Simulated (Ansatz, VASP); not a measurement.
# InAs: VASP beside Ansatz

Contents of POSCAR:

```
InAs
1.0
    0.0000000000      3.2109866824      3.2109866824
    3.2109866824      0.0000000000      3.2109866824
    3.2109866824      3.2109866824      0.0000000000
In As
1 1
Direct
    0.0000000000      0.0000000000      0.0000000000
    0.2500000000      0.2500000000      0.2500000000
```

The input INCAR.step1:

```
SYSTEM = InAs
PREC     = Accurate       ! precision mode
ENCUT    = 550            ! plane-wave cutoff, eV
ISMEAR   = -1             ! smearing method
SIGMA    = 0.02           ! smearing width, eV
LREAL    = .False.        ! projectors in reciprocal space
LASPH    = .True.         ! aspherical terms in the spheres
NELM     = 120            ! most SCF steps
NBANDS   = 16             ! bands
GGA      = PE             ! functional
ALGO     = Normal         ! electronic algorithm
EDIFF    = 1E-5           ! SCF threshold, eV
LWAVE    = .True.         ! write WAVECAR
LCHARG   = .False.        ! write CHGCAR
GGA_COMPAT= .False.
```

File INCAR.step2:

```
SYSTEM = InAs
PREC     = Accurate       ! precision mode
ENCUT    = 550            ! plane-wave cutoff, eV
EDIFF    = 1E-6           ! SCF threshold, eV
ISMEAR   = -1             ! smearing method
SIGMA    = 0.02           ! smearing width, eV
LREAL    = .False.        ! projectors in reciprocal space
LASPH    = .True.         ! aspherical terms in the spheres
NELM     = 120            ! most SCF steps
ALGO     = Normal         ! electronic algorithm
ISIF     = 2              ! what is computed and relaxed
LWAVE    = .False.        ! write WAVECAR
LCHARG   = .True.         ! write CHGCAR
METAGGA  = R2SCAN         ! meta-GGA
LMIXTAU  = .True.       
LELF     = .True.         ! ELF
LVHAR    = .True.       
NBANDS   = 16             ! bands
ISTART   = 1            
GGA_COMPAT= .False.
```

File KPOINTS:

```
regular mesh
0
Gamma
  8 8 8
  0 0 0
```

Input for Ansatz:

```yaml
crystal:
  lattice:
    - [0.0, 3.2109866824, 3.2109866824]
    - [3.2109866824, 0.0, 3.2109866824]
    - [3.2109866824, 3.2109866824, 0.0]
  atoms:
    - { symbol: In, position: [0.0, 0.0, 0.0] }
    - { symbol: As, position: [0.25, 0.25, 0.25] }
kpoints:
  mp_grid: { grid: [8, 8, 8] }
  band_path:
    path:
      - [0.0, 0.0, 0.0]
      - [-0.5, -0.5, 0.0]
      - [-0.375, -0.375, 0.25]
      - [-0.375, 0.0, 0.375]
      - [0.0, 0.0, 0.5]
      - [-0.5, -0.25, 0.25]
    npoints: 1
hamiltonian:
  xc: r2scan
scf:
  occupations: { method: fermi_dirac, width: 0.02 }
  n_extra_bands: 4
output:
  forces: true
  stress: true
  eigenvalues: true
```

Change from the starting cell: hydrostatic strain +5.1%.

Alike in both runs: task single point; functional r2SCAN; k mesh 8 × 8 × 8; occupations fermi-dirac, width 0.02 eV; no spin polarisation.

```csv
,VASP,Ansatz
version,VASP 6.6.1,Ansatz 0.2.0
potentials or method,"VASP PAW PBE potentials, release 64 (In_d, As)","plane waves, PAW"
plane-wave cutoff (eV),550,500
valence electrons in the cell,18,28
```

|  | VASP | Ansatz | Ansatz less VASP |
| --- | --- | --- | --- |
| pressure (GPa) | -6.0 | -6.0 | +0.02 |

VASP's potentials were made for PBE, not for r2SCAN. VASP's potentials hold 18 valence electrons a cell and Ansatz's 28, so a difference there can come from the potentials and not from the codes.
